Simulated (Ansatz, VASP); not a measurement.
**BiAs: VASP beside Ansatz**

```xyz
2
Lattice="3.6940 0.0000 0.0000 0.0000 3.6940 0.0000 0.0000 0.0000 3.6940" Properties=species:S:1:pos:R:3 pbc="T T T"
As    0.0000    0.0000    0.0000
Bi    1.8470    1.8470    1.8470
```

Alike in both runs: functional PBE; k mesh 13 × 13 × 13; occupations fermi-dirac, width 0.05 eV; no spin polarisation.

Ansatz relaxed the structure, and its values are those at the end. VASP's run is a single point on that final structure, the one shown.

|  | VASP | Ansatz |
| --- | --- | --- |
| version | VASP 6.6.1 | Ansatz 0.2.0 |
| potentials or method | VASP PAW PBE potentials, release 64 (As, Bi_d) | PAW with Ansatz's default frozen-core files, scalar-relativistic |
| plane-wave cutoff (eV) | 520 | 420 |
| valence electrons in the cell | 20 | 30 |

```csv
,VASP,Ansatz,Ansatz less VASP
pressure (GPa),0.0,0.0,+0.01
```

VASP's potentials hold 20 valence electrons a cell and Ansatz's 30, so a difference there can come from the potentials and not from the codes.

Spin-orbit coupling is off throughout.
